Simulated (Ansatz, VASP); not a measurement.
**HfO2 in VASP and in Ansatz**

```xyz
6
Lattice="3.5580 0.0000 0.0000 0.0000 3.5580 0.0000 0.0000 0.0000 5.1719" Properties=species:S:1:pos:R:3 pbc="T T T"
Hf    1.7790    1.7790    2.5859
Hf    0.0000    0.0000    0.0000
O     0.0000    1.7790    3.6059
O     1.7790    0.0000    4.1519
O     1.7790    0.0000    1.5660
O     0.0000    1.7790    1.0199
```

Alike in both runs: task electric field gradients; functional PBE; k mesh 5 × 5 × 4; occupations fermi-dirac, width 0.02 eV; no spin polarisation.

```csv
,VASP,Ansatz
version,VASP 6.6.1,Ansatz 0.2.0
potentials or method,"VASP PAW PBE potentials, release 64 (Hf_pv, O)","plane-wave PAW, scalar-relativistic"
plane-wave cutoff (eV),520,420
valence electrons in the cell,44,76
```

VASP gave:

```
gap on the k mesh at the Fermi level (eV)                     : 4.76
pressure (GPa)                                                : 6.5
traceless stress, the component that is largest in VASP (GPa) : -0.53
rms of the force components (eV/Å)                            : 0.047
size of Vzz on the site where it differs most (V/Å²)          : 120.4
```

Question: Which values does Ansatz return?

Answer: gap on the k mesh at the Fermi level (eV): 4.77; pressure (GPa): 10.0; traceless stress, the component that is largest in VASP (GPa): -0.61; rms of the force components (eV/Å): 0.066; size of Vzz on the site where it differs most (V/Å²): 147.8.

Atom by atom the forces differ by 0.019 eV/Å (rms over components). VASP's potentials hold 44 valence electrons a cell and Ansatz's 76, so a difference there can come from the potentials and not from the codes.

Neither program's run includes spin-orbit coupling.
